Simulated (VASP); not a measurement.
# TmHOs (P4/nmm) in VASP: notebook

TmHOs is run at these levels: PBE; tasks: relaxation of cell and atoms.

Everything below comes from runs of VASP 6.6.1. Logs are shortened: lines on timing, memory, paths and dates and some standing lists are left out, and cuts for length are marked.

## 1. The cell of the first run

The structure is tetragonal, space group P4/nmm (No. 129). Conventional cell: a = 3.624 Å, b = 3.624 Å, c = 7.312 Å, α = 90.00°, β = 90.00°, γ = 90.00°. Within 3.0 Å of Tm (site symmetry 4mm) lie 4 H at 2.25 Å and 4 Os at 2.94 Å. H (site symmetry -4m2) has 4 Tm at 2.25 Å and 4 H at 2.56 Å within 3.0 Å. Within 3.4 Å of Os (site symmetry -4m2) lie 4 Os at 2.56 Å and 4 Tm at 2.94 Å.

The cell was generated, and may not be a known phase.

## 2. Relaxation of cell and atoms, PBE

Contents of INCAR:

```
ALGO = Normal ; EDIFF = 1E-7
EDIFFG = -0.01 ; ENCUT = 600
GGA = PE ; GGA_COMPAT = F
IBRION = 2 ; ISIF = 3
ISMEAR = 0 ; LASPH = T
LCHARG = F ; LMAXMIX = 6
LREAL = F ; LWAVE = F
NELM = 200 ; NELMIN = 4
NSW = 100 ; PREC = Accurate
SIGMA = 0.1
```

Contents of KPOINTS:

```
k-points
0
Gamma
  8 8 4
```

Contents of POSCAR:

```
TmHOs
1.0
    3.6237012170      0.0000000000      0.0000000000
    0.0000000000      3.6237012170      0.0000000000
    0.0000000000      0.0000000000      7.3122919013
Tm H Os
2 2 2
Direct
    0.0000000000      0.5000000000      0.8172260570
    0.5000000000      0.0000000000      0.1827739430
    0.0000000000      0.0000000000      0.0000000000
    0.5000000000      0.5000000000      0.0000000000
    0.0000000000      0.0000000000      0.5000000000
    0.5000000000      0.5000000000      0.5000000000
```

Potentials or basis: VASP PAW PBE potentials, release 64 (Tm_3, H, Os), 4f in core.

On the command line:

```sh
$ cat potpaw_PBE.64/Tm_3/POTCAR potpaw_PBE.64/H/POTCAR potpaw_PBE.64/Os/POTCAR > POTCAR
$ mpirun -np 1 vasp_std > vasp.out
```

OUTCAR:

```text
EDIFF = 1E-7
   EDIFFG = -0.01
   ENCUT = 600
   GGA = PE
   IBRION = 2
   ISIF = 3
   ISMEAR = 0
   LASPH = T
   LREAL = F
   NELM = 200
   NELMIN = 4
   NSW = 100
   PREC = Accurate

 ion  position               nearest neighbor table
   1  0.000  0.500  0.817-   3 2.25   4 2.25   3 2.25   4 2.25   5 2.94   5 2.94   6 2.94   6 2.94
                             2 3.70   2 3.70   2 3.70   2 3.70
   2  0.500  0.000  0.183-   3 2.25   4 2.25   4 2.25   3 2.25   5 2.94   6 2.94   6 2.94   5 2.94
                             1 3.70   1 3.70   1 3.70   1 3.70
   3  0.000  0.000  0.000-   1 2.25   2 2.25   1 2.25   2 2.25
   4  0.500  0.500  0.000-   1 2.25   2 2.25   2 2.25   1 2.25
   5  0.000  0.000  0.500-   6 2.56   6 2.56   6 2.56   6 2.56   2 2.94   2 2.94   1 2.94   1 2.94

   6  0.500  0.500  0.500-   5 2.56   5 2.56   5 2.56   5 2.56   2 2.94   1 2.94   1 2.94   2 2.94

  LATTYP: Found a simple tetragonal cell.
 ALAT       =     3.6237012170
 C/A-ratio  =     2.0179069585

  Lattice vectors:

 A1 = (   3.6237012170,   0.0000000000,   0.0000000000)
 A2 = (   0.0000000000,   3.6237012170,   0.0000000000)
 A3 = (   0.0000000000,   0.0000000000,   7.3122919013)

Analysis of symmetry for initial positions (statically):
=====================================================================
 Subroutine PRICEL returns:
 Original cell was already a primitive cell.

 Routine SETGRP: Setting up the symmetry group for a
 simple tetragonal supercell.

 Subroutine GETGRP returns: Found 16 space group operations
 (whereof  8 operations were pure point group operations)
 out of a pool of 16 trial point group operations.

The static configuration has the point symmetry D_2d.
 The point group associated with its full space group is D_4h.

Analysis of symmetry for dynamics (positions and initial velocities):
=====================================================================
 Subroutine PRICEL returns:
 Original cell was already a primitive cell.

 Routine SETGRP: Setting up the symmetry group for a
 simple tetragonal supercell.

 Subroutine GETGRP returns: Found 16 space group operations
 (whereof  8 operations were pure point group operations)
 out of a pool of 16 trial point group operations.

The dynamic configuration has the point symmetry D_2d.
 The point group associated with its full space group is D_4h.

 Subroutine INISYM returns: Found 16 space group operations
 (whereof  8 operations are pure point group operations),
 and found     1 'primitive' translations

----------------------------------------------------------------------------------------

[... 113 lines left out ...]
   EMIN   =  10.00;   EMAX   =-10.00  energy-range for DOS
   EFERMI =   0.00;   METHOD = LEGACY
   ISMEAR =     0;   SIGMA  =   0.10  broadening in eV -4-tet -1-fermi 0-gaus
   EFERMI_NEDOS =   21; number of points for ismear=-14 and -15
   IALGO  =     38    algorithm
   IMIX   =      4    mixing-type and parameters
     AMIX     =   0.40;   BMIX     =  1.00
     AMIX_MAG =   1.60;   BMIX_MAG =  1.00
  volume/ion in A,a.u.               =      16.00       107.99
  Fermi-wavevector in a.u.,A,eV,Ry     =   1.180473  2.230771 18.959959  1.393518
  Thomas-Fermi vector in A             =   2.316765
   LORBIT       =      0    0 simple, 1 ext, 2 COOP (PROOUT), +10 PAW based schemes
   GGA     = PE    functional components
   LHFCALC =     F    Hartree Fock is set to
   AEXX    =    0.0000 exact exchange contribution
   IVDW    =     0    specifies the selected vdW correction
   LEPSILON=     F    determine dielectric tensor
   LRPA    =     F    only Hartree local field effects (RPA)
 conjugate gradient relaxation of ions
 non-spin polarized calculation
 Gauss-broadening in eV      SIGMA  =   0.10
  energy-cutoff  :      600.00
  volume of cell :       96.02
 maximum number of plane-waves:      3234
 NGX is ok and might be reduce to    30
   NGX = 15   NGY = 15   NGZ = 29

--------------------------------------- Ionic step        1  -------------------------------------------

 number of electron      35.9999997 magnetization

 Free energy of the ion-electron system (eV)
  ---------------------------------------------------
  ext. energy  EPLUGINS =         0.00000000
  ---------------------------------------------------
  free energy    TOTEN  =       -39.00134033 eV

  energy without entropy =      -38.97190449  energy(sigma->0) =      -38.98662241

------------------------ aborting loop because EDIFF is reached ----------------------------------------

  FORCE on cell =-STRESS in cart. coord.  units (eV):
  Direction    XX          YY          ZZ          XY          YZ          ZX
  --------------------------------------------------------------------------------------
  -------------------------------------------------------------------------------------
  Total        0.5084142      0.5084142      1.1258694      0.0000000      0.0000000      0.0000000
  in kB        8.4834008      8.4834008     18.7862595      0.0000000      0.0000000      0.0000000
  external PRESSURE =      11.9176870 kB  Pullay stress =       0.0000000 kB
[... 267 lines left out ...]
--------------------------------------- Ionic step        8  -------------------------------------------

 number of electron      35.9999995 magnetization

 Free energy of the ion-electron system (eV)
  ---------------------------------------------------
  ext. energy  EPLUGINS =         0.00000000
  ---------------------------------------------------
  free energy    TOTEN  =       -39.01002352 eV

  energy without entropy =      -38.98231824  energy(sigma->0) =      -38.99617088

 E-fermi :   4.4392     XC(G=0): -10.9867

 val. band max:        4.4370498457   @ k =   0.3750   0.3750   0.5000
 cond. band min:       4.4411650621   @ k =   0.3750   0.2500   0.5000
 fundamental gap:      0.0041152164
 Fermi energy:         4.4392288237

 k-point     1 :       0.0000    0.0000    0.0000
  band No.  band energies     occupation
      1     -21.0343      2.00000
      2     -20.8928      2.00000
      3     -20.8928      2.00000
      4     -20.8334      2.00000
      5     -20.8334      2.00000
      6     -20.8089      2.00000
[... 589 lines left out ...]
     21       5.3211      0.00000
     22       5.3211      0.00000

 [... further k-points ...]

------------------------ aborting loop because EDIFF is reached ----------------------------------------

  FORCE on cell =-STRESS in cart. coord.  units (eV):
  Direction    XX          YY          ZZ          XY          YZ          ZX
  --------------------------------------------------------------------------------------
  -------------------------------------------------------------------------------------
  Total        0.0011784      0.0011784     -0.0556124      0.0000000      0.0000000      0.0000000
  in kB        0.0195476      0.0195476     -0.9224919      0.0000000      0.0000000      0.0000000
  external PRESSURE =      -0.2944656 kB  Pullay stress =       0.0000000 kB
[... 21 lines left out ...]
  FREE ENERGIE OF THE ION-ELECTRON SYSTEM (eV)
  ---------------------------------------------------
  free  energy   TOTEN  =       -39.0100235186 eV

  energy  without entropy=      -38.9823182357  energy(sigma->0) =      -38.99617088

 reached required accuracy - stopping structural energy minimisation
```

OSZICAR:

```text
N       E                     dE             d eps       ncg     rms          rms(c)
DAV:   1     0.297871882635E+03    0.29787E+03   -0.16085E+04  1980   0.172E+03
DAV:   2     0.117320109611E+02   -0.28614E+03   -0.28104E+03  2020   0.540E+02
[... 76 lines left out ...]
       N       E                     dE             d eps       ncg     rms          rms(c)
DAV:   1    -0.390101127522E+02   -0.17891E-03   -0.14765E-02  2898   0.115E+00    0.861E-02
DAV:   2    -0.390103152636E+02   -0.20251E-03   -0.38566E-03  3164   0.377E-01    0.119E-01
DAV:   3    -0.390100256376E+02    0.28963E-03   -0.14813E-03  3172   0.192E-01    0.203E-02
DAV:   4    -0.390100236059E+02    0.20317E-05   -0.34428E-05  2302   0.454E-02    0.933E-03
DAV:   5    -0.390100234622E+02    0.14363E-06   -0.48437E-06  3298   0.170E-02    0.423E-03
DAV:   6    -0.390100235186E+02   -0.56402E-07   -0.21964E-07  1626   0.330E-03
   8 F= -.39010024E+02 E0= -.38996171E+02  d E =-.896495E-04
```

CONTCAR:

```text
TmHOs
   1.00000000000000
     3.6152138637221691    0.0000000000000000    0.0000000000000000
     0.0000000000000000    3.6152138637221691    0.0000000000000000
    -0.0000000000000000    0.0000000000000000    7.3901171515458906
  Tm              H               Os
     2     2     2
Direct
     0.0000000000000000    0.5000000000000000    0.8197718483557578
     0.5000000000000000    0.0000000000000000    0.1802281516442421
     0.0000000000000000    0.0000000000000000    0.0000000000000000
     0.5000000000000000    0.5000000000000000    0.0000000000000000
     0.0000000000000000    0.0000000000000000    0.5000000000000000
     0.5000000000000000    0.5000000000000000    0.5000000000000000

  0.00000000E+00  0.00000000E+00  0.00000000E+00
  0.00000000E+00  0.00000000E+00  0.00000000E+00
  0.00000000E+00  0.00000000E+00  0.00000000E+00
  0.00000000E+00  0.00000000E+00  0.00000000E+00
  0.00000000E+00  0.00000000E+00  0.00000000E+00
  0.00000000E+00  0.00000000E+00  0.00000000E+00
```

Run time: 5.8 min. Hardware: 1 thread of AMD EPYC 9R45 (Zen 5), shared host; peak memory 0.28 GiB.

What came out:

```
Free energy                           : -39.0100 eV
Relaxed volume                        : 16.10 Å³/atom
Relaxed cell                          : a = 3.615 Å, b = 3.615 Å, c = 7.390 Å, α = 90.00°, β = 90.00°, γ = 90.00°
Space group after relaxing (to 0.1 Å) : P4/nmm (No. 129)
Energy gained by relaxing             : 1.4 meV/atom
Ionic steps                           : 8
Pressure after relaxing               : 0.0 GPa
Largest force after relaxing          : 0.010 eV/Å
Band gap on the k mesh                : zero (bands 18 and 19 overlap by 1.27 eV)
```

Forces in eV/Å, atoms in the order of the input:
```
Tm   0.000  0.000  0.010
Tm   0.000  0.000 -0.010
H    0.000  0.000  0.000
H    0.000  0.000  0.000
Os   0.000  0.000  0.000
Os   0.000  0.000  0.000
```

Stress tensor (GPa, compression positive):
```
 0.00  0.00  0.00
 0.00  0.00  0.00
 0.00  0.00 -0.09
```

The path:
```
step  energy change (eV)  largest force (eV/Å)  pressure (GPa)  volume (Å³)
   1              0.0000                0.2112            1.19        96.02
   2             -0.0024                0.0144           -1.41        97.68
   3             -0.0053                0.0790           -0.33        96.97
   4             -0.0076                0.0572           -0.19        96.80
   5             -0.0086                0.0203            0.03        96.57
   6             -0.0086                0.0269           -0.01        96.62
   7             -0.0086                0.0258           -0.01        96.61
   8             -0.0087                0.0095           -0.03        96.59
```

Final structure:
```cif
data_structure
_symmetry_space_group_name_H-M 'P 1'
_symmetry_Int_Tables_number 1
_cell_length_a 3.6152
_cell_length_b 3.6152
_cell_length_c 7.3901
_cell_angle_alpha 90.000
_cell_angle_beta 90.000
_cell_angle_gamma 90.000
_cell_volume 96.59
loop_
_atom_site_label
_atom_site_type_symbol
_atom_site_fract_x
_atom_site_fract_y
_atom_site_fract_z
_atom_site_occupancy
Tm1 Tm 0.00000 0.50000 0.81977 1
Tm2 Tm 0.50000 0.00000 0.18023 1
H1 H 0.00000 0.00000 0.00000 1
H2 H 0.50000 0.50000 0.00000 1
Os1 Os 0.00000 0.00000 0.50000 1
Os2 Os 0.50000 0.50000 0.50000 1
```

Levels at points of the mesh, in eV from the Fermi level:
| k point | band 16 | band 17 | band 18 | band 19 | band 20 | band 21 |
| --- | --- | --- | --- | --- | --- | --- |
| (0.00, 0.00, 0.00) | -0.51 | 0.43 | 0.43 | 0.58 | 1.30 | 2.21 |
| (0.50, 0.00, 0.00) | -2.25 | -1.72 | -1.72 | -0.60 | -0.60 | 0.66 |
| (0.50, 0.50, 0.00) | -1.78 | -0.66 | -0.66 | 1.27 | 1.27 | 1.67 |
| (0.00, 0.00, 0.50) | -0.43 | -0.17 | 0.60 | 0.60 | 2.55 | 2.72 |
| (0.50, 0.00, 0.50) | -2.12 | -1.66 | -1.66 | -0.59 | -0.59 | 0.87 |
| (0.50, 0.50, 0.50) | -0.75 | -0.62 | -0.62 | 0.24 | 0.24 | 1.27 |

Caveat: spin-orbit coupling is left out, which moves the levels of the heavy elements; the 4f electrons are frozen in the core, so they carry no moment and show no levels. Spin polarisation is off, so any magnetic state and its effect on volume and gap are missing.

## 3. Relaxation of cell and atoms, PBE

This run uses another cell than the first one, of 16.14 Å³/atom.

Contents of INCAR:

```
SYSTEM = TmHOs
PREC = Accurate
ENCUT = 600
EDIFF = 1E-7
ISMEAR = 0
SIGMA = 0.1
LREAL = .FALSE.
LASPH = .TRUE.
NELM = 200
ALGO = Normal
ISIF = 3
LWAVE = .FALSE.
LCHARG = .FALSE.
GGA = PE
IBRION = 2
NSW = 100
EDIFFG = -0.01
GGA_COMPAT = .FALSE.
NELMIN = 4
LMAXMIX = 6
```

Contents of KPOINTS:

```
Automatic mesh
0
G
  8 8 4
  0 0 0
```

Contents of POSCAR:

```
TmHOs
1.0
    3.6469213707      0.0000000000      0.0000000000
    0.0000000000      3.6469213707      0.0000000000
    0.0000000000      0.0000000000      7.2798171382
Tm H Os
2 2 2
Direct
    0.5000000000      0.0000000000      0.6837656819
    0.0000000000      0.5000000000      0.3162343181
    0.0000000000      0.0000000000      0.5000000000
    0.5000000000      0.5000000000      0.5000000000
    0.0000000000      0.0000000000      0.0000000000
    0.5000000000      0.5000000000      0.0000000000
```

Potentials or basis: VASP PAW PBE potentials, release 64 (Tm_3, H, Os), 4f in core.

On the command line:

```sh
$ cat potpaw_PBE.64/Tm_3/POTCAR potpaw_PBE.64/H/POTCAR potpaw_PBE.64/Os/POTCAR > POTCAR
$ mpirun -np 1 vasp_std > vasp.out
```

Wall time 7.2 min (1 thread of AMD EPYC 9R45 (Zen 5), shared host); peak memory 0.28 GiB.

Results (log left out):

```
Free energy                           : -39.0101 eV
Relaxed volume                        : 16.09 Å³/atom
Relaxed cell                          : a = 3.615 Å, b = 3.615 Å, c = 7.385 Å, α = 90.00°, β = 90.00°, γ = 90.00°
Space group after relaxing (to 0.1 Å) : P4/nmm (No. 129)
Energy gained by relaxing             : 2.5 meV/atom
Ionic steps                           : 10
Pressure after relaxing               : 0.0 GPa
Band gap on the k mesh                : zero (bands 18 and 19 overlap by 1.27 eV)
```

Step by step:
| step | energy change (eV) | largest force (eV/Å) | pressure (GPa) | volume (Å³) |
| --- | --- | --- | --- | --- |
| 1 | 0.0000 | 0.1866 | 0.16 | 96.82 |
| 2 | -0.0095 | 0.1019 | -0.35 | 97.04 |
| 3 | -0.0121 | 0.0210 | -1.04 | 97.38 |
| 4 | -0.0129 | 0.0234 | -0.81 | 97.27 |
| 5 | -0.0125 | 0.0776 | 0.93 | 96.00 |
| 6 | -0.0147 | 0.0501 | 0.00 | 96.66 |
| 7 | -0.0150 | 0.0255 | 0.00 | 96.60 |
| 8 | -0.0151 | 0.0106 | 0.00 | 96.56 |
| 9 | -0.0150 | 0.0190 | 0.01 | 96.49 |
| 10 | -0.0151 | 0.0000 | 0.02 | 96.53 |

Final structure:
```xyz
6
Lattice="3.6155 0.0000 0.0000 0.0000 3.6155 0.0000 0.0000 0.0000 7.3850" Properties=species:S:1:pos:R:3 pbc="T T T"
Tm    1.8077    0.0000    5.0223
Tm    0.0000    1.8077    2.3628
H     0.0000    0.0000    3.6925
H     1.8077    1.8077    3.6925
Os    0.0000    0.0000    0.0000
Os    1.8077    1.8077    0.0000
```

Levels at points of the mesh, in eV from the Fermi level:
| k point | band 15 | band 16 | band 17 | band 18 | band 19 | band 20 | band 21 | band 22 |
| --- | --- | --- | --- | --- | --- | --- | --- | --- |
| (0.00, 0.00, 0.00) | -2.92 | -0.50 | 0.43 | 0.43 | 0.59 | 1.30 | 2.20 | 2.20 |
| (0.50, 0.00, 0.00) | -2.25 | -2.25 | -1.72 | -1.72 | -0.60 | -0.60 | 0.66 | 0.66 |
| (0.50, 0.50, 0.00) | -1.78 | -1.78 | -0.66 | -0.66 | 1.27 | 1.27 | 1.67 | 1.67 |
| (0.00, 0.00, 0.50) | -1.67 | -0.42 | -0.17 | 0.60 | 0.60 | 2.55 | 2.71 | 2.71 |
| (0.50, 0.00, 0.50) | -2.12 | -2.12 | -1.66 | -1.66 | -0.59 | -0.59 | 0.87 | 0.87 |
| (0.50, 0.50, 0.50) | -0.75 | -0.75 | -0.62 | -0.62 | 0.24 | 0.24 | 1.27 | 1.27 |

Caveat: spin-orbit coupling is left out, which moves the levels of the heavy elements; the 4f electrons are frozen in the core, so they carry no moment and show no levels. Spin polarisation is off, so any magnetic state and its effect on volume and gap are missing.
